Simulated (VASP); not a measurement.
# MgO (Periclase) (Fm-3m) in VASP: a series of runs

Runs on MgO (Periclase). Level: PBE. Tasks: single point.

All numbers are computed with VASP 6.6.1; they aren't measurements. Logs are shortened: lines on timing, memory, paths and dates and some standing lists are left out, and cuts for length are marked.

**1. The cell of the first run**

Symmetry: Fm-3m, No. 225, cubic system. The conventional cell has a = 4.198 Å, b = 4.198 Å, c = 4.198 Å, α = 90.00°, β = 90.00°, γ = 90.00°. Within 2.8 Å of Mg (site symmetry m-3m) lie 6 O at 2.10 Å. O (site symmetry m-3m) has 6 Mg at 2.10 Å within 2.8 Å.

**2. Single point, PBE (volume scaled by 0.960)**

INCAR reads:

```
SYSTEM = MgO
PREC = Accurate
ENCUT = 520
EDIFF = 1E-6
ISMEAR = 0
SIGMA = 0.05
LREAL = .False.
LASPH = .True.
NELM = 60
ALGO = Normal
ISIF = 2
LWAVE = .False.
LCHARG = .False.
GGA = PE
NBANDS = 11
```

KPOINTS reads:

```
regular mesh
0
Gamma
  10 10 10
  0 0 0
```

POSCAR reads:

```
MgO
1.0
    0.0000000000      2.0987656548      2.0987656548
    2.0987656548      0.0000000000      2.0987656548
    2.0987656548      2.0987656548      0.0000000000
Mg O
1 1
Direct
    0.0000000000      0.0000000000      0.0000000000
    0.5000000000      0.5000000000      0.5000000000
```

Potentials or basis: VASP PAW PBE potentials, release 64 (Mg, O).

On the command line:

```bash
$ cat potpaw_PBE.64/Mg/POTCAR potpaw_PBE.64/O/POTCAR > POTCAR
$ mpirun -np 1 vasp_std > vasp.out
```

OUTCAR:

```text
SYSTEM = MgO
   PREC = Accurate
   ENCUT = 520
   EDIFF = 1E-6
   ISMEAR = 0
   LREAL = .False.
   LASPH = .True.
   NELM = 60
   ISIF = 2
   GGA = PE

 ion  position               nearest neighbor table
   1  0.000  0.000  0.000-   2 2.10   2 2.10   2 2.10   2 2.10   2 2.10   2 2.10
   2  0.500  0.500  0.500-   1 2.10   1 2.10   1 2.10   1 2.10   1 2.10   1 2.10

  LATTYP: Found a face centered cubic cell.
 ALAT       =     4.1975313096

  Lattice vectors:

 A1 = (   0.0000000000,   2.0987656548,   2.0987656548)
 A2 = (   2.0987656548,   0.0000000000,   2.0987656548)
 A3 = (   2.0987656548,   2.0987656548,   0.0000000000)

Analysis of symmetry for initial positions (statically):
=====================================================================
 Subroutine PRICEL returns:
 Original cell was already a primitive cell.

 Routine SETGRP: Setting up the symmetry group for a
 face centered cubic supercell.

 Subroutine GETGRP returns: Found 48 space group operations
 (whereof 48 operations were pure point group operations)
 out of a pool of 48 trial point group operations.

The static configuration has the point symmetry O_h .

Analysis of symmetry for dynamics (positions and initial velocities):
=====================================================================
 Subroutine PRICEL returns:
 Original cell was already a primitive cell.

 Routine SETGRP: Setting up the symmetry group for a
 face centered cubic supercell.

 Subroutine GETGRP returns: Found 48 space group operations
 (whereof 48 operations were pure point group operations)
 out of a pool of 48 trial point group operations.

The dynamic configuration has the point symmetry O_h .

 Subroutine INISYM returns: Found 48 space group operations
 (whereof 48 operations are pure point group operations),
 and found     1 'primitive' translations

----------------------------------------------------------------------------------------

                                     Primitive cell

  volume of cell :      18.4894

  direct lattice vectors                    reciprocal lattice vectors
     0.000000000  2.098765655  2.098765655    -0.238235269  0.238235269  0.238235269
     2.098765655  0.000000000  2.098765655     0.238235269 -0.238235269  0.238235269
     2.098765655  2.098765655  0.000000000     0.238235269  0.238235269 -0.238235269

  length of vectors
     2.968102853  2.968102853  2.968102853     0.412635590  0.412635590  0.412635590

  position of ions in fractional coordinates (direct lattice)
     0.000000000  0.000000000  0.000000000
[... 88 lines left out ...]
   PSTRESS=    0.0 pullay stress
   NELECT =       8.0000    total number of electrons
   NUPDOWN=      -1.0000    fix difference up-down
   EMIN   =  10.00;   EMAX   =-10.00  energy-range for DOS
   EFERMI =   0.00;   METHOD = LEGACY
   ISMEAR =     0;   SIGMA  =   0.05  broadening in eV -4-tet -1-fermi 0-gaus
   EFERMI_NEDOS =   21; number of points for ismear=-14 and -15
   IALGO  =     38    algorithm
   IMIX   =      4    mixing-type and parameters
     AMIX     =   0.40;   BMIX     =  1.00
     AMIX_MAG =   1.60;   BMIX_MAG =  1.00
  volume/ion in A,a.u.               =       9.24        62.39
  Fermi-wavevector in a.u.,A,eV,Ry     =   1.238219  2.339895 20.860274  1.533187
  Thomas-Fermi vector in A             =   2.372754
   LORBIT       =      0    0 simple, 1 ext, 2 COOP (PROOUT), +10 PAW based schemes
   GGA     = PE    functional components
   LHFCALC =     F    Hartree Fock is set to
   AEXX    =    0.0000 exact exchange contribution
   IVDW    =     0    specifies the selected vdW correction
   LEPSILON=     F    determine dielectric tensor
   LRPA    =     F    only Hartree local field effects (RPA)
 non-spin polarized calculation
 Gauss-broadening in eV      SIGMA  =   0.05
  energy-cutoff  :      520.00
  volume of cell :       18.49
 maximum number of plane-waves:       531
 NGX is ok and might be reduce to    24
   NGX = 11   NGY = 11   NGZ = 11

 number of electron       8.0000004 magnetization

 Free energy of the ion-electron system (eV)
  ---------------------------------------------------
  ext. energy  EPLUGINS =         0.00000000
  ---------------------------------------------------
  free energy    TOTEN  =       -11.89948296 eV

  energy without entropy =      -11.89948296  energy(sigma->0) =      -11.89948296

 E-fermi :   3.5575     XC(G=0): -11.1279

 val. band max:        3.2653736094   @ k =   0.0000   0.0000   0.0000
 cond. band min:       8.0932752843   @ k =   0.0000   0.0000   0.0000
 fundamental gap:      4.8279016748
 Fermi energy:         3.5575116152

 k-point     1 :       0.0000    0.0000    0.0000
  band No.  band energies     occupation
      1     -14.0517      2.00000
      2       3.2654      2.00000
      3       3.2654      2.00000
      4       3.2654      2.00000
      5       8.0933      0.00000
      6      19.1237      0.00000
      7      19.1237      0.00000
      8      19.1237      0.00000
      9      23.0678      0.00000
     10      24.8543      0.00000
     11      24.8543      0.00000
[... 309 lines left out ...]
 k-point    24 :       0.4000    0.3000    0.0000
  band No.  band energies     occupation
      1     -12.7897      2.00000
      2      -0.3436      2.00000
      3       1.9476      2.00000
      4       2.1688      2.00000
      5      12.9359      0.00000
      6      13.4839      0.00000
      7      16.9789      0.00000
      8      21.5816      0.00000
      9      21.7899      0.00000
     10      28.2812      0.00000
     11      30.4542      0.00000

 [... further k-points ...]

------------------------ aborting loop because EDIFF is reached ----------------------------------------

  FORCE on cell =-STRESS in cart. coord.  units (eV):
  Direction    XX          YY          ZZ          XY          YZ          ZX
  --------------------------------------------------------------------------------------
  -------------------------------------------------------------------------------------
  Total        0.6612401      0.6612401      0.6612401     -0.0000000     -0.0000000      0.0000000
  in kB       57.2991151     57.2991151     57.2991151     -0.0000000     -0.0000000      0.0000000
  external PRESSURE =      57.2991151 kB  Pullay stress =       0.0000000 kB

 VOLUME and BASIS-vectors are now :
 -----------------------------------------------------------------------------
  energy-cutoff  :      520.00
  volume of cell :       18.49
      direct lattice vectors                 reciprocal lattice vectors
     0.000000000  2.098765655  2.098765655    -0.238235269  0.238235269  0.238235269
     2.098765655  0.000000000  2.098765655     0.238235269 -0.238235269  0.238235269
     2.098765655  2.098765655  0.000000000     0.238235269  0.238235269 -0.238235269

 POSITION                                       TOTAL-FORCE (eV/Angst)
 -----------------------------------------------------------------------------------
      0.00000      0.00000      0.00000        -0.000000      0.000000     -0.000000
      2.09877      2.09877      2.09877         0.000000     -0.000000      0.000000
 -----------------------------------------------------------------------------------
    total drift:                               -0.000000     -0.000000      0.000000

  FREE ENERGIE OF THE ION-ELECTRON SYSTEM (eV)
  ---------------------------------------------------
  free  energy   TOTEN  =       -11.8994829642 eV

  energy  without entropy=      -11.8994829642  energy(sigma->0) =      -11.89948296
```

stdout:

```text
POSCAR found type information on POSCAR MgO
 POSCAR found :  2 types and       2 ions
 scaLAPACK will be used
 LDA part: xc-table for (Slater+PW92), standard interpolation
 POSCAR, INCAR and KPOINTS ok, starting setup
 FFT: planning ... GRIDC
 FFT: planning ... GRID_SOFT
 FFT: planning ... GRID
 WAVECAR not read
 entering main loop
```

Wall time 6.3 s (1 thread of Intel Xeon 6975P-C, shared host); peak memory 0.14 GiB.

Results:

* Free energy: -11.8995 eV
* Pressure: 5.7 GPa
* Band gap on the k mesh: 4.83 eV, direct

Caveat: the cell differs from its parent crystal (volume scaled by 0.960).

**3. Single point, PBE (volume scaled by 1.040)**

INCAR reads:

```
SYSTEM = MgO
ALGO = Normal
EDIFF = 1E-6
ENCUT = 520
GGA = PE
ISIF = 2
ISMEAR = 0
LASPH = .TRUE.
LCHARG = .TRUE.
LELF = .TRUE.
LREAL = .FALSE.
LVHAR = .TRUE.
LWAVE = .FALSE.
NBANDS = 11
NELM = 80
PREC = Accurate
SIGMA = 0.05
```

KPOINTS reads:

```
k-points
0
G
  10 10 10
  0 0 0
```

POSCAR reads:

```
MgO
1.0
    0.0000000000      2.1555163298      2.1555163298
    2.1555163298      0.0000000000      2.1555163298
    2.1555163298      2.1555163298      0.0000000000
Mg O
1 1
Direct
    0.0000000000      0.0000000000      0.0000000000
    0.5000000000      0.5000000000      0.5000000000
```

Potentials or basis: VASP PAW PBE potentials, release 64 (Mg, O).

On the command line:

```bash
$ cat potpaw_PBE.64/Mg/POTCAR potpaw_PBE.64/O/POTCAR > POTCAR
$ mpirun -np 1 vasp_std > vasp.out
```

It took 6.3 s on 1 thread of Intel Xeon 6975P-C, shared host; peak memory 0.14 GiB.

Results (log left out):

| Item | Value |
| --- | --- |
| Free energy | -11.8951 eV |
| Pressure | -6.3 GPa |
| Band gap on the k mesh | 4.08 eV, direct |

Levels at points of the mesh, in eV from the valence-band top:
```tsv
k point	band 1	band 2	band 3	band 4	band 5	band 6	band 7	band 8	band 9
(0.00, 0.00, 0.00)	-16.92	0.00	0.00	0.00	4.08	15.40	15.40	15.40	19.14
(0.50, 0.00, 0.00)	-15.80	-4.32	-0.58	-0.58	7.46	11.82	15.60	15.60	19.87
(0.50, 0.50, 0.00)	-15.57	-3.81	-1.25	-1.25	9.03	9.23	12.38	17.93	17.93
```

Caveat: the cell differs from its parent crystal (volume scaled by 1.040).

**4. Single point, PBE**

This run uses another cell than the first one, of 9.37 Å³/atom, 1.014 times its volume.

INCAR reads:

```
PREC     = Accurate       # precision mode
ENCUT    = 600            # plane-wave cutoff, eV
EDIFF    = 1E-6           # SCF threshold, eV
ISMEAR   = 0              # smearing method
SIGMA    = 0.05           # smearing width, eV
LREAL    = False          # projectors in reciprocal space
LASPH    = True           # aspherical terms in the spheres
NELM     = 120            # most SCF steps
ALGO     = Normal         # electronic algorithm
ISIF     = 2              # what is computed and relaxed
LWAVE    = False          # write WAVECAR
LCHARG   = False          # write CHGCAR
GGA      = PE             # functional
NBANDS   = 11             # bands
GGA_COMPAT= False
```

KPOINTS reads:

```
Automatic mesh
0
Gamma
  10 10 10
```

POSCAR reads:

```
MgO
1.0
    0.0000000000      2.1085000000      2.1085000000
    2.1085000000      0.0000000000      2.1085000000
    2.1085000000      2.1085000000      0.0000000000
Mg O
1 1
Direct
    0.0000000000      0.0000000000      0.0000000000
    0.5000000000      0.5000000000      0.5000000000
```

On the command line:

```bash
$ cat potpaw_PBE.64/Mg/POTCAR potpaw_PBE.64/O/POTCAR > POTCAR
$ mpirun -np 1 vasp_std > vasp.out
```

It took 7.1 s on 1 thread of Intel Xeon 6975P-C, shared host; peak memory 0.14 GiB.

Results (log left out):

| Quantity | Value |
| --- | --- |
| Free energy | -11.9106 eV |
| Pressure | 3.1 GPa |
| Band gap on the k mesh | 4.69 eV, direct |

Levels at points of the mesh, in eV from the valence-band top:
```csv
k point,band 2,band 3,band 4,band 5,band 6,band 7
"(0.00, 0.00, 0.00)",0.00,0.00,0.00,4.69,15.78,15.78
"(0.50, 0.00, 0.00)",-4.60,-0.65,-0.65,7.88,12.57,16.28
"(0.50, 0.50, 0.00)",-4.07,-1.34,-1.34,9.12,9.93,13.06
```

**5. The runs side by side**

| cell | cutoff (eV) | gap on the mesh (eV) | pressure (GPa) |
| --- | --- | --- | --- |
| a = 2.968 Å, angles 60.0°, 2 atoms | 520 | 4.83 | 5.7 |
| a = 3.048 Å, angles 60.0°, 2 atoms | 520 | 4.08 | -6.3 |
| a = 2.982 Å, angles 60.0°, 2 atoms | 600 | 4.69 | 3.1 |

Alike in all rows: task single point; level PBE; potentials or basis VASP PAW PBE potentials, release 64 (Mg, O); no spin polarisation; k mesh 10 × 10 × 10; smearing gaussian 0.05 eV.

Absolute energies hang on the potentials; compare differences alone.
